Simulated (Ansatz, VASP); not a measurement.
**La2O3 in VASP and in Ansatz**

Contents of INCAR:

```
PREC = Accurate
ENCUT = 520
EDIFF = 1E-6
ISMEAR = -1
SIGMA = 0.05
LREAL = F
LASPH = T
NELM = 100
ALGO = Normal
ISIF = 2
LWAVE = F
LCHARG = F
GGA = PS
NBANDS = 28
```

KPOINTS

```
regular mesh
0
Gamma
  5 5 8
```

The input POSCAR:

```
La2O3
1.0
    6.2841773941      0.0000000000      0.0000000000
   -3.1420886970      5.4422572652      0.0000000000
    0.0000000000      0.0000000000      3.2454307304
La O
2 3
Direct
    0.6666666667      0.3333333333      0.4981030000
    0.3333333333      0.6666666667      0.5018970000
    0.5046070000      0.0000000000      0.0000000000
    0.0000000000      0.5046070000      0.0000000000
    0.4953930000      0.4953930000      0.0000000000
```

The input input.yaml:

```yaml
crystal:
  lattice:
    - [6.2841773941, 0.0, 0.0]
    - [-3.142088697, 5.4422572652, 0.0]
    - [0.0, 0.0, 3.2454307304]
  atoms:
    - { symbol: La, position: [0.6666666667, 0.3333333333, 0.498103] }
    - { symbol: La, position: [0.3333333333, 0.6666666667, 0.501897] }
    - { symbol: O, position: [0.504607, 0.0, 0.0] }
    - { symbol: O, position: [0.0, 0.504607, 0.0] }
    - { symbol: O, position: [0.495393, 0.495393, 0.0] }
kpoints:
  mp_grid: { grid: [5, 5, 8] }
scf:
  occupations: { method: fermi_dirac, width: 0.05 }
hamiltonian:
  xc: pbesol
  pseudopotentials: { kind: all_electron, lapw: { basis_error: 0.002 } }
output:
  forces: true
  stress: true
  eigenvalues: true
```

Change from the starting cell: volume scaled by 0.96.

Alike in both runs: task single point; functional PBEsol; k mesh 5 × 5 × 8; occupations fermi-dirac, width 0.05 eV; no spin polarisation.

```csv
,VASP,Ansatz
version,VASP 6.6.1,Ansatz 0.2.0
potentials or method,"VASP PAW PBE potentials, release 64 (La, O), cutoff 520 eV","all-electron LAPW, scalar-relativistic"
```

Ansatz gave:

| Property | Result |
| --- | --- |
| gap on the k mesh at the Fermi level (eV) | 1.35 |
| least direct gap on the mesh (eV) | 1.93 |
| pressure (GPa) | 0.8 |
| traceless stress, the component that is largest in VASP (GPa) | 0.16 |
| rms of the force components (eV/Å) | 0.016 |

**Question.** What did VASP give for the same quantities?

**Answer.** gap on the k mesh at the Fermi level (eV): 1.35; least direct gap on the mesh (eV): 1.92; pressure (GPa): 0.6; traceless stress, the component that is largest in VASP (GPa): 0.15; rms of the force components (eV/Å): 0.016.

VASP's potentials were made for PBE, not for PBEsol. Atom by atom the forces differ by 0.000 eV/Å (rms over components). Ansatz ran all-electron here, and VASP with PAW potentials.

Neither program's run includes spin-orbit coupling.
